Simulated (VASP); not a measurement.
Crystal: HPbNO4.

```
H Pb N O
1.0
     3.85404    0.14384    0.09012
    -0.25320    5.52698    0.16471
    -0.48197   -1.92720    5.72025
H Pb N O
1 1 1 4
Direct
  0.10913 0.65718 0.54463
  0.61029 0.52127 0.15100
  0.91580 0.96263 0.95867
  0.01384 0.13639 0.88084
  0.72398 0.01057 0.12858
  0.00389 0.73732 0.87043
  0.11927 0.59324 0.37651
```

Base run:

| Quantity | Value |
| --- | --- |
| Program | VASP 6.6.1 |
| Functional | PBE |
| Potentials or basis | VASP PAW PBE potentials, release 64 (H, Pb_d, N, O) |
| Cutoff | 520 eV |
| k mesh | 7 × 5 × 5 |
| Occupations | fermi-dirac, width 0.05 eV |
| Spin | no spin polarisation |

Its results: band gap on the k mesh 3.14 eV (least direct gap 3.22 eV); pressure 0.5 GPa; largest force 0.422 eV/Å.

The run is repeated on the same cell with these changes: k mesh from 7 × 5 × 5 to 4 × 3 × 3; further incar settings from ALGO = Normal; EDIFF = 1e-08; NBANDS = 31 to ALGO = Normal; EDIFF = 1e-06; NBANDS = 31. What comes out?

Band gap on the k mesh 3.21 eV (least direct gap 3.29 eV); pressure 0.5 GPa; largest force 0.421 eV/Å.

Caveats: the standard files for N, O and F lose accuracy on very short bonds; spin-orbit coupling is left out, which moves the levels of the heavy elements.

A k mesh can miss the band edges.
